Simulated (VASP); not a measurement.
# Mn (P6_3/mmc) in VASP: a series of runs

The runs below take Mn through single point, with PBEsol.

Everything below comes from runs of VASP 6.6.1. Logs are shortened: lines on timing, memory, paths and dates and some standing lists are left out, and cuts for length are marked.

**1. The cell of the first run**

Symmetry: P6_3/mmc, No. 194, hexagonal system. Conventional cell: a = 2.446 Å, b = 2.446 Å, c = 4.026 Å, α = 90.00°, β = 90.00°, γ = 120.00°. Within 3.2 Å of Mn (site symmetry -6m2) lie 12 Mn at 2.45 to 2.46 Å.

**2. Single point, PBEsol (strain -0.015 along x and y, +0.000 along z)**

Contents of INCAR:

```
ALGO     = Fast           # electronic algorithm
EDIFF    = 1E-6           # SCF threshold, eV
ENCUT    = 520            # plane-wave cutoff, eV
GGA      = PS             # functional
ISIF     = 2              # what is computed and relaxed
ISMEAR   = 0              # smearing method
LASPH    = True           # aspherical terms in the spheres
LCHARG   = False          # write CHGCAR
LREAL    = False          # projectors in reciprocal space
LWAVE    = False          # write WAVECAR
NBANDS   = 20             # bands
NELM     = 100            # most SCF steps
PREC     = Accurate       # precision mode
SIGMA    = 0.15           # smearing width, eV
```

Contents of KPOINTS:

```
k-points
0
Gamma
  21 21 12
```

Contents of POSCAR:

```
Mn
1.0
    2.4463910840      0.0000000000      0.0000000000
   -1.2231955420      2.1186368263      0.0000000000
    0.0000000000      0.0000000000      4.0261950000
Mn
2
Direct
    0.6666666667      0.3333333333      0.7500000000
    0.3333333333      0.6666666667      0.2500000000
```

Potentials or basis: VASP PAW PBE potentials, release 64 (Mn_pv).

The run is started by

```
$ cat potpaw_PBE.64/Mn_pv/POTCAR > POTCAR
$ mpirun -np 1 vasp_std > vasp.out
```

OUTCAR:

```text
EDIFF = 1E-6
   ENCUT = 520
   GGA = PS
   ISIF = 2
   ISMEAR = 0
   LASPH = True
   LREAL = False
   NELM = 100
   PREC = Accurate

 ion  position               nearest neighbor table
   1  0.667  0.333  0.750-   2 2.46   2 2.46   2 2.46   2 2.46   2 2.46   2 2.46
   2  0.333  0.667  0.250-   1 2.46   1 2.46   1 2.46   1 2.46   1 2.46   1 2.46

  LATTYP: Found a hexagonal cell.
 ALAT       =     2.4463910840
 C/A-ratio  =     1.6457691603

  Lattice vectors:

 A1 = (   2.4463910840,   0.0000000000,   0.0000000000)
 A2 = (  -1.2231955420,   2.1186368263,   0.0000000000)
 A3 = (   0.0000000000,   0.0000000000,   4.0261950000)

Analysis of symmetry for initial positions (statically):
=====================================================================
 Subroutine PRICEL returns:
 Original cell was already a primitive cell.

 Routine SETGRP: Setting up the symmetry group for a
 hexagonal supercell.

 Subroutine GETGRP returns: Found 24 space group operations
 (whereof 12 operations were pure point group operations)
 out of a pool of 24 trial point group operations.

The static configuration has the point symmetry D_3d.
 The point group associated with its full space group is D_6h.

Analysis of symmetry for dynamics (positions and initial velocities):
=====================================================================
 Subroutine PRICEL returns:
 Original cell was already a primitive cell.

 Routine SETGRP: Setting up the symmetry group for a
 hexagonal supercell.

 Subroutine GETGRP returns: Found 24 space group operations
 (whereof 12 operations were pure point group operations)
 out of a pool of 24 trial point group operations.

The dynamic configuration has the point symmetry D_3d.
 The point group associated with its full space group is D_6h.

 Subroutine INISYM returns: Found 24 space group operations
 (whereof 12 operations are pure point group operations),
 and found     1 'primitive' translations

----------------------------------------------------------------------------------------

                                     Primitive cell

  volume of cell :      20.8678

  direct lattice vectors                    reciprocal lattice vectors
     2.446391084  0.000000000  0.000000000     0.408765388  0.236000807  0.000000000
    -1.223195542  2.118636826  0.000000000     0.000000000  0.472001613  0.000000000
     0.000000000  0.000000000  4.026195000     0.000000000  0.000000000  0.248373464

  length of vectors
     2.446391084  2.446391084  4.026195000     0.472001613  0.472001613  0.248373464

  position of ions in fractional coordinates (direct lattice)
     0.666666667  0.333333333  0.750000000
     0.333333333  0.666666667  0.250000000

  ion indices of the primitive-cell ions
   primitive index   ion index
                 1           1
                 2           2

----------------------------------------------------------------------------------------

 KPOINTS: k-points

Automatic generation of k-mesh.
 Grid dimensions read from file:
 generate k-points for:   21   21   12

 Generating k-lattice:

  Cartesian coordinates                     Fractional coordinates (reciprocal lattice)
     0.019465018  0.011238134  0.000000000     0.047619048  0.000000000  0.000000000
     0.000000000  0.022476267  0.000000000     0.000000000  0.047619048  0.000000000
     0.000000000  0.000000000  0.020697789     0.000000000  0.000000000  0.083333333

  Length of vectors
     0.022476267  0.022476267  0.020697789

  Shift w.r.t. Gamma in fractional coordinates (k-lattice)
     0.000000000  0.000000000  0.000000000

 Subroutine IBZKPT returns following result:
 ===========================================

 Found    336 irreducible k-points:

 Following reciprocal coordinates:
            Coordinates               Weight
  0.000000  0.000000  0.000000      1.000000
  0.047619 -0.000000  0.000000      6.000000
  0.095238 -0.000000  0.000000      6.000000
  0.142857 -0.000000  0.000000      6.000000
  0.190476 -0.000000  0.000000      6.000000
  0.238095 -0.000000  0.000000      6.000000
[... 16 lines left out ...]
  0.142857  0.095238  0.000000     12.000000
  0.190476  0.095238  0.000000     12.000000
 [... further k-points ...]
   k-points           NKPTS =    336   k-points in BZ     NKDIM =    336   number of bands    NBANDS=     20
   number of dos      NEDOS =    301   number of ions     NIONS =      2
   total plane-waves  NPLWV =   9720
   dimension x,y,z NGX =    18 NGY =   18 NGZ =   30
   dimension x,y,z NGXF=    36 NGYF=   36 NGZF=   60
   ions per type =               2
   NGX,Y,Z   is equivalent  to a cutoff of  12.23, 12.23, 12.39 a.u.
   NGXF,Y,Z  is equivalent  to a cutoff of  24.46, 24.46, 24.77 a.u.
 SYSTEM =  unknown system
   PREC   = accura    normal or accurate (medium, high low for compatibility)
   ISTART =      0    job   : 0-new  1-cont  2-samecut
   ICHARG =      2    charge: 1-file 2-atom 10-const
   ISPIN  =      1    spin polarized calculation?
   LNONCOLLINEAR =      F non collinear calculations
   LSORBIT =      F    spin-orbit coupling
   LASPH  =      T    aspherical Exc in radial PAW
   ENCUT  =  520.0 eV  38.22 Ry    6.18 a.u.   4.55  4.55  7.49*2*pi/ulx,y,z
   NELM   =    100;   NELMIN=  2; NELMDL= -5     # of ELM steps
   EDIFF  = 0.1E-05   stopping-criterion for ELM
   LREAL  =      F    real-space projection
   EDIFFG = 0.1E-04   stopping-criterion for IOM
   NSW    =      0    number of steps for IOM
   IBRION =     -1    ionic relax: 0-MD 1-quasi-New 2-CG
   NFREE  =      0    steps in history (QN), initial steepest desc. (CG)
   ISIF   =      2    stress and relaxation
   ISYM   =      2    0-nonsym 1-usesym 2-fastsym
   POTIM  = 0.5000    time-step for ionic-motion
   TEBEG  =    0.0;   TEEND  =   0.0 temperature during run
   PSTRESS=    0.0 pullay stress
   NELECT =      26.0000    total number of electrons
   NUPDOWN=      -1.0000    fix difference up-down
   EMIN   =  10.00;   EMAX   =-10.00  energy-range for DOS
   EFERMI =   0.00;   METHOD = LEGACY
   ISMEAR =     0;   SIGMA  =   0.15  broadening in eV -4-tet -1-fermi 0-gaus
   EFERMI_NEDOS =   21; number of points for ismear=-14 and -15
   IALGO  =     68    algorithm
   IMIX   =      4    mixing-type and parameters
     AMIX     =   0.40;   BMIX     =  1.00
     AMIX_MAG =   1.60;   BMIX_MAG =  1.00
  volume/ion in A,a.u.               =      10.43        70.41
  Fermi-wavevector in a.u.,A,eV,Ry     =   1.761598  3.328938 42.221987  3.103229
  Thomas-Fermi vector in A             =   2.830136
   LORBIT       =      0    0 simple, 1 ext, 2 COOP (PROOUT), +10 PAW based schemes
   GGA     = PS    functional components
   LHFCALC =     F    Hartree Fock is set to
   AEXX    =    0.0000 exact exchange contribution
   IVDW    =     0    specifies the selected vdW correction
   LEPSILON=     F    determine dielectric tensor
   LRPA    =     F    only Hartree local field effects (RPA)
 non-spin polarized calculation
 RMM-DIIS sequential band-by-band and
 Gauss-broadening in eV      SIGMA  =   0.15
  energy-cutoff  :      520.00
  volume of cell :       20.87
 maximum number of plane-waves:       578
   NGX =  9   NGY =  9   NGZ = 15

 number of electron      26.0000039 magnetization

 Free energy of the ion-electron system (eV)
  ---------------------------------------------------
  ext. energy  EPLUGINS =         0.00000000
  ---------------------------------------------------
  free energy    TOTEN  =       -19.42238642 eV

  energy without entropy =      -19.39272638  energy(sigma->0) =      -19.40755640

 E-fermi :  10.6298     XC(G=0): -14.3693

 val. band max:       10.6243078633   @ k =   0.0476  -0.0000   0.0000
 cond. band min:      10.6342264754   @ k =   0.2381   0.1429   0.5000
 fundamental gap:      0.0099186121
 Fermi energy:        10.6298334800

 k-point     1 :       0.0000    0.0000    0.0000
  band No.  band energies     occupation
      1     -37.5507      2.00000
      2     -36.7992      2.00000
      3     -36.7992      2.00000
      4     -36.7199      2.00000
      5     -36.6938      2.00000
      6     -36.6938      2.00000
[... 12 lines left out ...]
     19      20.0038      0.00000
     20      31.7815      0.00000

 k-point     2 :       0.0476   -0.0000    0.0000
  band No.  band energies     occupation
      1     -37.5444      2.00000
      2     -36.8140      2.00000
      3     -36.8038      2.00000
      4     -36.7220      2.00000
      5     -36.7091      2.00000
      6     -36.6961      2.00000
[... 12 lines left out ...]
     19      20.0030      0.00000
     20      31.6645      0.00000

 k-point     3 :       0.0952   -0.0000    0.0000
  band No.  band energies     occupation
      1     -37.5258      2.00000
      2     -36.8569      2.00000
      3     -36.8171      2.00000
      4     -36.7534      2.00000
      5     -36.7283      2.00000
      6     -36.7028      2.00000
[... 12 lines left out ...]
     19      20.0026      0.00000
     20      31.1192      0.00000

 k-point     4 :       0.1429   -0.0000    0.0000
  band No.  band energies     occupation
      1     -37.4958      2.00000
      2     -36.9245      2.00000
      3     -36.8374      2.00000
      4     -36.8218      2.00000
      5     -36.7389      2.00000
      6     -36.7137      2.00000
[... 12 lines left out ...]
     19      20.0080      0.00000
     20      29.8207      0.00000

 k-point     5 :       0.1905   -0.0000    0.0000
  band No.  band energies     occupation
      1     -37.4559      2.00000
      2     -37.0109      2.00000
      3     -36.9075      2.00000
      4     -36.8628      2.00000
      5     -36.7540      2.00000
      6     -36.7279      2.00000
[... 12 lines left out ...]
     19      20.0255      0.00000
     20      28.0546      0.00000

 k-point     6 :       0.2381   -0.0000    0.0000
  band No.  band energies     occupation
      1     -37.4081      2.00000
      2     -37.1085      2.00000
      3     -37.0020      2.00000
      4     -36.8908      2.00000
      5     -36.7738      2.00000
      6     -36.7445      2.00000
[... 12 lines left out ...]
     19      20.0536      0.00000
     20      26.1921      0.00000

 k-point     7 :       0.2857   -0.0000    0.0000
  band No.  band energies     occupation
      1     -37.3552      2.00000
      2     -37.2088      2.00000
      3     -37.0968      2.00000
      4     -36.9190      2.00000
      5     -36.7981      2.00000
      6     -36.7618      2.00000
[... 12 lines left out ...]
     19      20.0523      0.00000
     20      24.4421      0.00000
[... 277 lines left out ...]
 k-point    20 :       0.4286    0.0476    0.0000
  band No.  band energies     occupation
      1     -37.4517      2.00000
      2     -37.3198      2.00000
      3     -37.1830      2.00000
      4     -36.9949      2.00000
      5     -36.8984      2.00000
      6     -36.8154      2.00000
[... 12 lines left out ...]
     19      21.8827      0.00000
     20      22.9131      0.00000

 k-point    21 :       0.4762    0.0476    0.0000
  band No.  band energies     occupation
      1     -37.4664      2.00000
      2     -37.3328      2.00000
      3     -37.1685      2.00000
      4     -36.9992      2.00000
      5     -36.9087      2.00000
      6     -36.8182      2.00000
[... 12 lines left out ...]
     19      22.3544      0.00000
     20      23.1210      0.00000

 k-point    22 :       0.0952    0.0952    0.0000
  band No.  band energies     occupation
      1     -37.4783      2.00000
      2     -36.9501      2.00000
      3     -36.8954      2.00000
      4     -36.8172      2.00000
      5     -36.7453      2.00000
      6     -36.7289      2.00000
[... 12 lines left out ...]
     19      20.0198      0.00000
     20      29.5623      0.00000

 k-point    23 :       0.1429    0.0952    0.0000
  band No.  band energies     occupation
      1     -37.4393      2.00000
      2     -37.0238      2.00000
      3     -36.9693      2.00000
      4     -36.8512      2.00000
      5     -36.7606      2.00000
      6     -36.7492      2.00000
[... 12 lines left out ...]
     19      20.0551      0.00000
     20      28.0732      0.00000

 k-point    24 :       0.1905    0.0952    0.0000
  band No.  band energies     occupation
      1     -37.3927      2.00000
      2     -37.1124      2.00000
      3     -37.0473      2.00000
      4     -36.8893      2.00000
      5     -36.7806      2.00000
      6     -36.7706      2.00000
[... 12 lines left out ...]
     19      20.1169      0.00000
     20      26.2589      0.00000

 [... further k-points ...]
[... 5 lines left out ...]
  --------------------------------------------------------------------------------------
  -------------------------------------------------------------------------------------
  Total       -0.1136629     -0.1136629     -0.9998673     -0.0000000      0.0000000      0.0000000
  in kB       -8.7267426     -8.7267426    -76.7672105     -0.0000000      0.0000000      0.0000000
  external PRESSURE =     -31.4068986 kB  Pullay stress =       0.0000000 kB

 VOLUME and BASIS-vectors are now :
 -----------------------------------------------------------------------------
  energy-cutoff  :      520.00
  volume of cell :       20.87
      direct lattice vectors                 reciprocal lattice vectors
     2.446391084  0.000000000  0.000000000     0.408765388  0.236000807  0.000000000
    -1.223195542  2.118636826  0.000000000     0.000000000  0.472001613  0.000000000
     0.000000000  0.000000000  4.026195000     0.000000000  0.000000000  0.248373464

 POSITION                                       TOTAL-FORCE (eV/Angst)
 -----------------------------------------------------------------------------------
      1.22320      0.70621      3.01965        -0.000000      0.000000      0.000000
     -0.00000      1.41242      1.00655         0.000000     -0.000000      0.000000
 -----------------------------------------------------------------------------------
    total drift:                               -0.000000      0.000000     -0.000000

  FREE ENERGIE OF THE ION-ELECTRON SYSTEM (eV)
  ---------------------------------------------------
  free  energy   TOTEN  =       -19.4223864163 eV

  energy  without entropy=      -19.3927263796  energy(sigma->0) =      -19.40755640
```

Run time: 2.1 min. Hardware: 1 thread of Intel Xeon Platinum 8375C at 2.90GHz (Ice Lake), shared host; peak memory 0.21 GiB.

Results:

| Item | Value |
| --- | --- |
| Free energy | -19.4224 eV |
| Pressure | -3.1 GPa |
| Band gap on the k mesh | zero (band 13 reaches 11.65 eV, above the bottom of band 14 at 9.58 eV) |

Caveat: the cell differs from its parent crystal (strain -0.015 along x and y, +0.000 along z); the PAW data sets were made with another functional, which shifts forces and pressure a little; the run has no spin polarisation, though such a crystal can be magnetic.

(Part 1 of 3 ends here.)
